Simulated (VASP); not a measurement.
# Ag in VASP: notebook, part 2 of 2

VASP 6.6.1. The steps go on from the part before.

**5. Single point, PBE**

This run uses another cell than the first one, of 17.22 Å³/atom, 1.010 times its volume.

The input, INCAR:

```
SYSTEM = Ag
ALGO = Fast
EDIFF = 1E-6
ENCUT = 520
GGA = PE
ISIF = 2
ISMEAR = -1
LASPH = .True.
LCHARG = .False.
LREAL = .False.
LWAVE = .False.
NBANDS = 12
NELM = 100
PREC = Accurate
SIGMA = 0.05
```

The input, KPOINTS:

```
k-points
0
Gamma
  9 9 9
  0 0 0
```

The input, POSCAR:

```
Ag
1.0
    0.0000000000      2.0427500000      2.0631775000
    2.0427500000      0.0000000000      2.0631775000
    2.0427500000      2.0427500000      0.0000000000
Ag
1
Direct
    0.0000000000      0.0000000000      0.0000000000
```

Potentials or basis: VASP PAW PBE potentials, release 64 (Ag).

Launch:

```console
> cat potpaw_PBE.64/Ag/POTCAR > POTCAR
> mpirun -np 1 vasp_std > vasp.out
```

OUTCAR:

```text
SYSTEM = Ag
   EDIFF = 1E-6
   ENCUT = 520
   GGA = PE
   ISIF = 2
   ISMEAR = -1
   LASPH = .True.
   LREAL = .False.
   NELM = 100
   PREC = Accurate

 ion  position               nearest neighbor table
   1  0.000  0.000  0.000-

  LATTYP: Found a body centered tetragonal cell.
 ALAT       =     2.8888847545
 C/A-ratio  =     1.4283556980

  Lattice vectors:

 A1 = (  -2.0427500000,   0.0000000000,   2.0631775000)
 A2 = (   2.0427500000,   0.0000000000,   2.0631775000)
 A3 = (   0.0000000000,   2.0427500000,  -2.0631775000)

Analysis of symmetry for initial positions (statically):
=====================================================================
 Subroutine PRICEL returns:
 Original cell was already a primitive cell.

 Routine SETGRP: Setting up the symmetry group for a
 body centered tetragonal supercell.

 Subroutine GETGRP returns: Found 16 space group operations
 (whereof 16 operations were pure point group operations)
 out of a pool of 16 trial point group operations.

The static configuration has the point symmetry D_4h.

Analysis of symmetry for dynamics (positions and initial velocities):
=====================================================================
 Subroutine PRICEL returns:
[... 161 lines left out ...]
 Fermi energy:         8.6159193020

 k-point     1 :       0.0000    0.0000    0.0000
  band No.  band energies     occupation
      1       0.5992      2.00000
      2       3.4812      2.00000
      3       3.5417      2.00000
      4       3.5417      2.00000
      5       4.5031      2.00000
      6       4.5686      2.00000
      7      24.2993      0.00000
      8      27.7323      0.00000
      9      27.8613      0.00000
     10      27.8613      0.00000
     11      32.6042      0.00000
     12      33.6467      0.00000
[... 331 lines left out ...]
 k-point    24 :       0.4444    0.4444    0.0000
  band No.  band energies     occupation
      1       1.9635      2.00000
      2       2.0881      2.00000
      3       5.2656      2.00000
      4       5.4387      2.00000
      5       5.4387      2.00000
      6       9.0208      0.00061
      7      15.7687      0.00000
      8      19.2534      0.00000
      9      19.2534      0.00000
     10      25.4437      0.00000
     11      25.5203      0.00000
     12      38.0723      0.00000

 [... further k-points ...]
[... 5 lines left out ...]
  --------------------------------------------------------------------------------------
  -------------------------------------------------------------------------------------
  Total        0.3835075      0.3835075      0.2974043      0.0000000      0.0000000      0.0000000
  in kB       35.6851390     35.6851390     27.6732910      0.0000000      0.0000000      0.0000000
  external PRESSURE =      33.0145230 kB  Pullay stress =       0.0000000 kB

 VOLUME and BASIS-vectors are now :
 -----------------------------------------------------------------------------
  energy-cutoff  :      520.00
  volume of cell :       17.22
      direct lattice vectors                 reciprocal lattice vectors
     0.000000000  2.042750000  2.063177500    -0.244768082  0.244768082  0.242344636
     2.042750000  0.000000000  2.063177500     0.244768082 -0.244768082  0.242344636
     2.042750000  2.042750000  0.000000000     0.244768082  0.244768082 -0.242344636

 POSITION                                       TOTAL-FORCE (eV/Angst)
 -----------------------------------------------------------------------------------
      0.00000      0.00000      0.00000         0.000000      0.000000      0.000000
 -----------------------------------------------------------------------------------
    total drift:                               -0.000000      0.000000      0.000000

  FREE ENERGIE OF THE ION-ELECTRON SYSTEM (eV)
  ---------------------------------------------------
  free  energy   TOTEN  =        -2.7299542991 eV

  energy  without entropy=       -2.7291061758  energy(sigma->0) =       -2.72953024
```

OSZICAR:

```text
N       E                     dE             d eps       ncg     rms          rms(c)
DAV:   1     0.520293478194E+02    0.52029E+02   -0.54231E+03  1824   0.826E+02
DAV:   2    -0.215106276616E+01   -0.54180E+02   -0.51170E+02  2104   0.195E+02
DAV:   3    -0.298041674813E+01   -0.82935E+00   -0.82900E+00  2124   0.253E+01
DAV:   4    -0.298292104435E+01   -0.25043E-02   -0.25042E-02  2116   0.147E+00
DAV:   5    -0.298294054063E+01   -0.19496E-04   -0.19497E-04  2164   0.115E-01    0.507E+00
RMM:   6    -0.274051002671E+01    0.24243E+00   -0.36674E-01  1822   0.548E+00    0.323E+00
RMM:   7    -0.273270700614E+01    0.78030E-02   -0.96751E-03  2031   0.110E+00    0.187E+00
RMM:   8    -0.272997109776E+01    0.27359E-02   -0.76981E-04  2037   0.263E-01    0.193E-01
RMM:   9    -0.272995149087E+01    0.19607E-04   -0.11712E-04  2174   0.965E-02    0.724E-02
RMM:  10    -0.272995294321E+01   -0.14523E-05   -0.19853E-05  2143   0.358E-02    0.237E-02
RMM:  11    -0.272995420264E+01   -0.12594E-05   -0.53694E-06  1819   0.143E-02    0.689E-03
RMM:  12    -0.272995429911E+01   -0.96471E-07   -0.34045E-07  1417   0.441E-03
   1 F= -.27299543E+01 E0= -.27295302E+01  d E =-.848123E-03
```

stdout:

```text
POSCAR found type information on POSCAR Ag
 POSCAR found :  1 types and       1 ions
 scaLAPACK will be used
 LDA part: xc-table for (Slater+PW92), standard interpolation
 POSCAR, INCAR and KPOINTS ok, starting setup
 FFT: planning ... GRIDC
 FFT: planning ... GRID_SOFT
 FFT: planning ... GRID
 WAVECAR not read
 entering main loop
```

Run time: 5.5 s. Hardware: 1 thread of Intel Xeon 6975P-C (Granite Rapids), shared host; peak memory 0.14 GiB.

What came out:

- Free energy: -2.7300 eV
- Pressure: 3.3 GPa

Levels at points of the mesh, in eV from the Fermi level:
```tsv
k point	band 2	band 3	band 4	band 5	band 6	band 7	band 8	band 9	band 10	band 11
(0.00, 0.00, 0.00)	-5.13	-5.07	-5.07	-4.11	-4.05	15.68	19.12	19.25	19.25	23.99
```

**6. Summary**

```tsv
cell	gap on the mesh (eV)	pressure (GPa)
a = 2.889 Å, angles 60.0°, 1 atom	none	4.4
a = 2.860, b = 2.860, c = 2.889 Å, angles 59.7, 59.7, 60.7°, 1 atom	none	6.9
a = 2.874, b = 2.874, c = 2.889 Å, angles 59.8, 59.8, 60.3°, 1 atom	none	5.6
a = 2.903, b = 2.903, c = 2.889 Å, angles 60.2, 60.2, 59.7°, 1 atom	none	3.3
```

Alike in all rows: task single point; level PBE; potentials or basis VASP PAW PBE potentials, release 64 (Ag); no spin polarisation; k mesh 9 × 9 × 9; cutoff (eV) 520; smearing fermi-dirac 0.05 eV.

Total energies depend on the potentials used, so only differences within one code and one set of settings carry meaning.
